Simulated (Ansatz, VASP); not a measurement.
# Two plane-wave programs on Ti

```
Ti
1.0
     2.93936    0.00000    0.00000
    -1.46968    2.54556    0.00000
     0.00000    0.00000    4.64852
Ti
2
Direct
  0.33333 0.66667 0.25000
  0.66667 0.33333 0.75000
```

Alike in both runs: functional PBE; k mesh 15 × 15 × 8; occupations methfessel-paxton of order 1, width 0.1 eV; no spin polarisation.

Ansatz relaxed the structure, and its values are those at the end. VASP's run is a single point on that final structure, the one shown.

```csv
,VASP,Ansatz
version,VASP 6.6.1,Ansatz 0.2.0
potentials or method,"VASP PAW PBE potentials, release 64 (Ti_sv), cutoff 520 eV",plane-wave PAW DFT
valence electrons in the cell,24,24
```

Ansatz gave:

- pressure (GPa): 0.0

Problem. Which values does VASP return?

Solution. Pressure (GPa): -0.3.
